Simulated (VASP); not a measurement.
# MgSi3N (P4mm) in VASP: notebook, part 2 of 2

VASP 6.6.1.

### 4 Relaxation of cell and atoms, PBE

INCAR reads:

```
  PREC = Accurate
  ENCUT = 600
  EDIFF = 1E-6
  ISMEAR = 0
  SIGMA = 0.1
  LREAL = False
  LASPH = True
  NELM = 80
  ALGO = Normal
  ISIF = 3
  LWAVE = False
  LCHARG = False
  GGA = PE
  IBRION = 2
  NSW = 90
  EDIFFG = -0.04
```

KPOINTS reads:

```
Automatic mesh
0
Gamma
  4 4 4
```

POSCAR reads:

```
MgSi3N
1.0
    3.7832146800      0.0000000000      0.0000000000
    0.0000000000      3.7832146800      0.0000000000
    0.0000000000      0.0000000000      4.7927032600
Mg Si N
1 3 1
Direct
    0.0000000000      0.0000000000      0.0000000000
    0.0000000000      0.5000000000      0.5000000000
    0.5000000000      0.0000000000      0.5000000000
    0.5000000000      0.5000000000      0.1076000000
    0.5000000000      0.5000000000      0.6650000200
```

Command:

```console
$ cat potpaw_PBE.64/Mg/POTCAR potpaw_PBE.64/Si/POTCAR potpaw_PBE.64/N/POTCAR > POTCAR
$ mpirun -np 1 vasp_std > vasp.out
```

Wall time 4.9 min (1 thread of AMD EPYC 7R43 (Zen 3), shared host); peak memory 0.16 GiB.

The run converged. Its results:

```yaml
Free_energy: -23.7535 eV
Relaxed_volume: 14.39 Å³/atom
Relaxed_cell: a = 4.235 Å, b = 4.235 Å, c = 4.012 Å, α = 90.00°, β = 90.00°, γ = 90.00°
Space_group_after_relaxing_to_0.05_Å: P4mm (No. 99)
Energy_gained_by_relaxing: 209.5 meV/atom
Ionic_steps: 20
Pressure_after_relaxing: -0.1 GPa
Largest_force_after_relaxing: 0.039 eV/Å
```

Forces in eV/Å, atoms in the order of the input:
```
Mg   0.000  0.000 -0.035
Si   0.000  0.000  0.012
Si   0.000  0.000  0.012
Si   0.000  0.000  0.039
N    0.000  0.000 -0.028
```

Stress tensor (GPa, compression positive):
```
-0.04  0.00  0.00
 0.00 -0.04  0.00
 0.00  0.00 -0.31
```

The path:
| step | energy change (eV) | largest force (eV/Å) | pressure (GPa) | volume (Å³) |
| --- | --- | --- | --- | --- |
| 1 | 0.0000 | 1.3770 | 5.40 | 68.60 |
| 2 | -0.4000 | 1.3223 | -1.62 | 73.24 |
| 3 | -0.5667 | 0.8562 | -5.77 | 77.85 |
| 4 | -0.6827 | 2.4289 | -1.40 | 75.95 |
| 5 | -0.7118 | 1.2216 | -3.11 | 76.48 |
| 6 | -0.8126 | 0.9240 | -0.56 | 73.76 |
| 7 | -0.8480 | 0.6639 | 2.66 | 71.14 |
| 8 | -0.9154 | 0.3439 | 1.11 | 71.75 |
| 9 | -0.9256 | 0.6104 | 0.54 | 71.99 |
| 10 | -0.9943 | 0.2634 | -0.89 | 72.69 |
| 11 | -1.0275 | 0.2370 | -1.92 | 73.43 |
| 12 | -1.0359 | 0.3412 | -0.23 | 72.14 |
| 13 | -1.0364 | 0.3220 | -0.56 | 72.38 |
| 14 | -1.0422 | 0.2084 | -0.06 | 71.81 |
| 15 | -1.0422 | 0.2188 | -0.04 | 71.79 |
| 16 | -1.0443 | 0.1167 | 0.25 | 71.62 |
| 17 | -1.0450 | 0.1129 | 0.52 | 71.47 |
| 18 | -1.0465 | 0.0856 | 0.13 | 71.74 |
| 19 | -1.0469 | 0.0641 | -0.19 | 71.96 |
| 20 | -1.0475 | 0.0392 | -0.13 | 71.93 |

Final structure:
```yaml
crystal:
  lattice:
    - [4.23453, 0.00000, 0.00000]
    - [0.00000, 4.23453, 0.00000]
    - [0.00000, 0.00000, 4.01158]
  atoms:
    - { symbol: Mg, position: [0.00000, 0.00000, 0.99446] }
    - { symbol: Si, position: [0.00000, 0.50000, 0.47923] }
    - { symbol: Si, position: [0.50000, 0.00000, 0.47923] }
    - { symbol: Si, position: [0.50000, 0.50000, 0.13025] }
    - { symbol: N, position: [0.50000, 0.50000, 0.68944] }
```

Levels at points of the mesh, in eV from the Fermi level:
```csv
k point,band 7,band 8,band 9,band 10,band 11,band 12
"(0.00, 0.00, 0.00)",-4.28,-0.33,-0.33,1.38,2.29,2.31
"(0.50, 0.00, 0.00)",-2.99,-1.55,-1.29,0.66,0.81,1.68
"(0.50, 0.50, 0.00)",-2.47,-2.47,1.01,1.01,2.36,2.36
"(0.00, 0.00, 0.50)",-3.83,-2.71,-2.71,-0.95,2.06,2.06
"(0.50, 0.00, 0.50)",-2.63,-1.98,-0.90,-0.71,1.28,1.47
"(0.50, 0.50, 0.50)",-4.85,-1.53,-0.48,1.15,1.15,3.10
```

Caveat: the k points lie up to 0.39 Å⁻¹ apart in the final cell.

### 5 Single point, PBE, collinear spin, ferromagnetic start

INCAR reads:

```
PREC     = Accurate       # precision mode
ENCUT    = 520            # plane-wave cutoff, eV
EDIFF    = 1E-6           # SCF threshold, eV
ISMEAR   = 0              # smearing method
SIGMA    = 0.1            # smearing width, eV
LREAL    = False          # projectors in reciprocal space
LASPH    = True           # aspherical terms in the spheres
NELM     = 150            # most SCF steps
ALGO     = Normal         # electronic algorithm
ISIF     = 2              # what is computed and relaxed
LWAVE    = False          # write WAVECAR
LCHARG   = False          # write CHGCAR
ISPIN    = 2              # spin polarisation
MAGMOM   = 0 0 0 0 1      # initial moments
LORBIT   = 11             # projections on sites
GGA      = PE             # functional
NBANDS   = 22             # bands
```

KPOINTS reads:

```
regular mesh
0
Gamma
  4 4 4
```

POSCAR is that of step 4.

Command:

```console
$ cat potpaw_PBE.64/Mg/POTCAR potpaw_PBE.64/Si/POTCAR potpaw_PBE.64/N/POTCAR > POTCAR
$ mpirun -np 1 vasp_std > vasp.out
```

Wall time 71 s (1 thread of AMD EPYC 7R43 (Zen 3), shared host); peak memory 0.17 GiB.

The run converged. Its results:

| Quantity | Value |
| --- | --- |
| Free energy | -22.7039 eV |
| Pressure | 5.4 GPa |
| Largest force | 1.377 eV/Å |
| Net moment | 0.00 μB per cell |
| Valence electrons inside the program's atomic spheres | Mg 0.38; Si 1.51, 1.61; N 3.66 |

Forces on the atoms (eV/Å):
```
Mg   0.000  0.000  0.520
Si   0.000  0.000 -0.535
Si   0.000  0.000 -0.535
Si   0.000  0.000 -0.827
N    0.000  0.000  1.377
```

Stress tensor (GPa, compression positive):
```
 9.18  0.00  0.00
 0.00  9.18  0.00
 0.00  0.00 -2.05
```

Levels at points of the mesh, in eV from the Fermi level:
Spin up:
```csv
k point,band 7,band 8,band 9,band 10,band 11,band 12,band 13,band 14
"(0.00, 0.00, 0.00)",-3.38,-0.47,-0.47,0.03,2.15,2.37,2.37,3.26
"(0.50, 0.00, 0.00)",-2.88,-2.24,-0.60,-0.30,0.67,1.64,3.50,3.61
"(0.50, 0.50, 0.00)",-3.89,-3.89,-0.80,-0.80,1.33,2.35,3.11,3.11
"(0.00, 0.00, 0.50)",-2.89,-1.69,-1.69,-0.39,0.12,1.07,2.90,2.90
"(0.50, 0.00, 0.50)",-3.00,-0.97,-0.58,-0.30,0.61,1.89,2.68,3.93
"(0.50, 0.50, 0.50)",-5.62,-2.04,-1.50,0.39,1.50,1.50,5.31,5.31
```
Spin down:
| k point | band 7 | band 8 | band 9 | band 10 | band 11 | band 12 | band 13 | band 14 |
| --- | --- | --- | --- | --- | --- | --- | --- | --- |
| (0.00, 0.00, 0.00) | -3.38 | -0.47 | -0.47 | 0.03 | 2.15 | 2.37 | 2.37 | 3.26 |
| (0.50, 0.00, 0.00) | -2.88 | -2.24 | -0.60 | -0.30 | 0.67 | 1.64 | 3.50 | 3.61 |
| (0.50, 0.50, 0.00) | -3.89 | -3.89 | -0.80 | -0.80 | 1.33 | 2.35 | 3.11 | 3.11 |
| (0.00, 0.00, 0.50) | -2.89 | -1.69 | -1.69 | -0.39 | 0.12 | 1.07 | 2.90 | 2.90 |
| (0.50, 0.00, 0.50) | -3.00 | -0.97 | -0.58 | -0.30 | 0.61 | 1.89 | 2.68 | 3.93 |
| (0.50, 0.50, 0.50) | -5.62 | -2.04 | -1.50 | 0.39 | 1.50 | 1.50 | 5.32 | 5.32 |

Caveat: the k points lie up to 0.42 Å⁻¹ apart; forces of over 1 eV/Å act on the atoms, so gaps and moduli don't describe the material at rest.

### 6 Single point, PBE, collinear spin, ferromagnetic start

This run uses another cell than the first one, of 14.38 Å³/atom, 1.048 times its volume.

INCAR reads:

```
  PREC = Accurate
  ENCUT = 520
  EDIFF = 1E-6
  ISMEAR = 0
  SIGMA = 0.1
  LREAL = False
  LASPH = True
  NELM = 150
  ALGO = Normal
  ISIF = 2
  LWAVE = False
  LCHARG = False
  ISPIN = 2
  MAGMOM = 0 0 0 0 1
  LORBIT = 11
  GGA = PE
  NBANDS = 22
```

KPOINTS reads:

```
Automatic mesh
0
Gamma
  4 4 4
```

POSCAR reads:

```
MgSi3N
1.0
    4.2381683936      0.0000000000      0.0000000000
    0.0000000000      4.2381683936      0.0000000000
    0.0000000000      0.0000000000      4.0029059199
Mg Si N
1 3 1
Direct
    0.0000000000      0.0000000000      0.9915111124
    0.0000000000      0.5000000000      0.4795595943
    0.5000000000      0.0000000000      0.4795595943
    0.5000000000      0.5000000000      0.1319507548
    0.5000000000      0.5000000000      0.6900189642
```

Potentials or basis: VASP PAW PBE potentials, release 64 (Mg, Si, N).

Command:

```console
$ cat potpaw_PBE.64/Mg/POTCAR potpaw_PBE.64/Si/POTCAR potpaw_PBE.64/N/POTCAR > POTCAR
$ mpirun -np 1 vasp_std > vasp.out
```

Run time: 66 s. Hardware: 1 thread of AMD EPYC 7R43 (Zen 3), shared host; peak memory 0.18 GiB.

It converged, with:

| Quantity | Value |
| --- | --- |
| Free energy | -23.7530 eV |
| Pressure | -0.1 GPa |
| Largest force | 0.013 eV/Å |
| Net moment | 0.00 μB per cell |
| Valence electrons inside the program's atomic spheres | Mg 0.33; Si 1.53, 1.60; N 3.66 |

Forces on the atoms (eV/Å):
```
Mg   0.000  0.000  0.009
Si   0.000  0.000 -0.012
Si   0.000  0.000 -0.012
Si   0.000  0.000  0.013
N    0.000  0.000  0.001
```

Levels at points of the mesh, in eV from the Fermi level:
Spin up:
```csv
k point,band 5,band 6,band 7,band 8,band 9,band 10,band 11,band 12,band 13,band 14
"(0.00, 0.00, 0.00)",-6.45,-5.17,-4.27,-0.31,-0.31,1.42,2.30,2.30,2.31,3.06
"(0.50, 0.00, 0.00)",-5.98,-3.50,-2.96,-1.56,-1.30,0.70,0.83,1.68,1.88,4.04
"(0.50, 0.50, 0.00)",-5.90,-5.23,-2.44,-2.44,1.02,1.02,2.37,2.37,3.13,4.33
"(0.00, 0.00, 0.50)",-5.56,-4.22,-3.82,-2.70,-2.70,-0.95,2.05,2.05,2.11,4.98
"(0.50, 0.00, 0.50)",-5.15,-4.44,-2.61,-1.97,-0.90,-0.70,1.27,1.49,2.85,3.79
"(0.50, 0.50, 0.50)",-5.65,-5.65,-4.84,-1.52,-0.44,1.14,1.14,3.12,4.93,6.19
```
Spin down:
```
           k point  band 5  band 6  band 7  band 8  band 9  band 10  band 11  band 12  band 13  band 14
(0.00, 0.00, 0.00)   -6.45   -5.17   -4.27   -0.31   -0.31     1.42     2.30     2.30     2.31     3.06
(0.50, 0.00, 0.00)   -5.98   -3.50   -2.96   -1.56   -1.30     0.70     0.83     1.68     1.88     4.04
(0.50, 0.50, 0.00)   -5.90   -5.23   -2.44   -2.44    1.02     1.02     2.37     2.37     3.13     4.33
(0.00, 0.00, 0.50)   -5.56   -4.22   -3.82   -2.70   -2.70    -0.95     2.05     2.05     2.11     4.98
(0.50, 0.00, 0.50)   -5.15   -4.44   -2.61   -1.97   -0.90    -0.70     1.27     1.49     2.85     3.79
(0.50, 0.50, 0.50)   -5.65   -5.65   -4.84   -1.52   -0.44     1.14     1.14     3.12     4.93     6.19
```

Caveat: the k points lie up to 0.39 Å⁻¹ apart.

### 7 Summary

| task | spin | cell | cutoff (eV) | gap on the mesh (eV) | pressure (GPa) | moment (μB) | largest force (eV/Å) |
| --- | --- | --- | --- | --- | --- | --- | --- |
| single point | off | a = 3.783, b = 3.783, c = 4.793 Å, 5 atoms | 520 | none | 5.4 | - | 1.38 |
| single point | off | a = 4.238, b = 4.238, c = 4.003 Å, 5 atoms | 520 | none | -0.1 | - | 0.01 |
| relaxation of cell and atoms | off | relaxed from a = 3.783, b = 3.783, c = 4.793 Å, 5 atoms | 600 | none | -0.1 | - | 0.04 |
| single point | collinear, ferromagnetic start | a = 3.783, b = 3.783, c = 4.793 Å, 5 atoms | 520 | none | 5.4 | 0.00 | 1.38 |
| single point | collinear, ferromagnetic start | a = 4.238, b = 4.238, c = 4.003 Å, 5 atoms | 520 | none | -0.1 | 0.00 | 0.01 |

Alike in all rows: level PBE; potentials or basis VASP PAW PBE potentials, release 64 (Mg, Si, N); k mesh 4 × 4 × 4; smearing gaussian 0.1 eV.

Caveats: all runs use coarse meshes; forces of over 1 eV/Å act on the atoms, so gaps and moduli don't describe the material at rest (some runs).

Absolute energies hang on the potentials; compare differences alone.
